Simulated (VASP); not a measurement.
Here is a VASP 6.6.1 calculation.

File INCAR:

```
PREC     = Accurate       # precision mode
ENCUT    = 520            # plane-wave cutoff, eV
EDIFF    = 1E-6           # SCF threshold, eV
ISMEAR   = 0              # smearing method
SIGMA    = 0.15           # smearing width, eV
LREAL    = F              # projectors in reciprocal space
LASPH    = T              # aspherical terms in the spheres
NELM     = 100            # most SCF steps
ALGO     = Fast           # electronic algorithm
ISIF     = 2              # what is computed and relaxed
LWAVE    = F              # write WAVECAR
LCHARG   = F              # write CHGCAR
GGA      = PE             # functional
IVDW     = 12             # dispersion correction
NBANDS   = 14             # bands
```

File KPOINTS:

```
Automatic mesh
0
Gamma
  18 18 6
```

The input POSCAR:

```
Al
1.0
    2.8602792686      0.0000000000      0.0000000000
   -1.4301396343      2.4770745085      0.0000000000
    0.0000000000      0.0000000000      8.9500998594
Al
4
Direct
    0.0000000000      0.0000000000      0.0000000000
    0.3333333333      0.6666666667      0.2500000000
    0.0000000000      0.0000000000      0.5000000000
    0.6666666667      0.3333333333      0.7500000000
```

Potentials or basis: VASP PAW PBE potentials, release 64 (Al).

Run with:

```bash
$ cat potpaw_PBE.64/Al/POTCAR > POTCAR
$ mpirun -np 1 vasp_std > vasp.out
```

(1) Predict the pressure.

(2) Predict the band gap on the k mesh.

(3) What does it give for the dispersion energy per atom?

Results:

(1) 0.2 GPa.

(2) zero (bands 6 and 7 overlap by 6.27 eV).

(3) -0.351 eV.
